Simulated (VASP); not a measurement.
Here is a VASP 6.6.1 calculation.

INCAR

```
SYSTEM = MoS2
ALGO = Normal
EDIFF = 1E-6
ENCUT = 520
GGA = PS
ISIF = 2
ISMEAR = -1
LASPH = .TRUE.
LCHARG = .TRUE.
LELF = .TRUE.
LREAL = .FALSE.
LVHAR = .TRUE.
LWAVE = .FALSE.
NBANDS = 20
NELM = 80
PREC = Accurate
SIGMA = 0.1
```

The input KPOINTS:

```
k-points
0
G
  10 10 5
  0 0 0
```

Contents of POSCAR:

```
MoS2
1.0
    3.1615798804      0.0000000000      0.0000000000
   -1.5807894504      2.7380078265      0.0000000000
    0.0000000000      0.0000000000      6.1836108624
Mo S
1 2
Direct
    0.0000000000      0.0000000000      0.5000000000
    0.3333333333      0.6666666667      0.2553190000
    0.6666666667      0.3333333333      0.7446810000
```

Potentials or basis: VASP PAW PBE potentials, release 64 (Mo_sv, S).

Command:

```sh
$ cat potpaw_PBE.64/Mo_sv/POTCAR potpaw_PBE.64/S/POTCAR > POTCAR
$ mpirun -np 1 vasp_std > vasp.out
```

Question: Estimate the pressure.

Answer: 5.7 GPa.

Question: What does it give for the largest force?

Answer: 1.088 eV/Å.

Question: Predict the band gap on the k mesh.

Answer: Zero (band 13 reaches 8.07 eV, above the bottom of band 14 at 7.31 eV).

Forces in eV/Å, atoms in the order of the input:
```
Mo   0.000  0.000  0.000
S    0.000  0.000 -1.088
S    0.000  0.000  1.088
```

Caveat: the PAW data sets were made with another functional, which shifts forces and pressure a little; this functional lacks dispersion, which binds the layers, so the pressure and a relaxed spacing across them are unreliable.
